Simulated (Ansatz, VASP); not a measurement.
Two plane-wave programs on PbSe

```
Pb Se
1.0
     0.00000    3.13061    3.13061
     3.13061    0.00000    3.13061
     3.13061    3.13061    0.00000
Pb Se
1 1
Direct
  0.00000 0.00000 0.00000
  0.50000 0.50000 0.50000
```

Alike in both runs: task single point; functional r2SCAN; dispersion rVV10; k mesh 10 × 10 × 10; occupations gaussian, width 0.02 eV; no spin polarisation.

|  | VASP | Ansatz |
| --- | --- | --- |
| version | VASP 6.6.1 | Ansatz 0.2.0 |
| potentials or method | VASP PAW PBE potentials, release 64 (Pb_d, Se), cutoff 550 eV | scalar-relativistic, plane waves, PAW |
| valence electrons in the cell | 20 | 30 |

```tsv
	VASP	Ansatz	Ansatz less VASP
gap on the k mesh at the Fermi level (eV)	0.75	0.75	-0.004
least direct gap on the mesh (eV)	0.75	0.75	-0.004
pressure (GPa)	-2.6	-2.8	-0.15
```

VASP's potentials were made for PBE, not for r2SCAN. VASP's potentials hold 20 valence electrons a cell and Ansatz's 30, so a difference there can come from the potentials and not from the codes.

Neither program's run includes spin-orbit coupling.
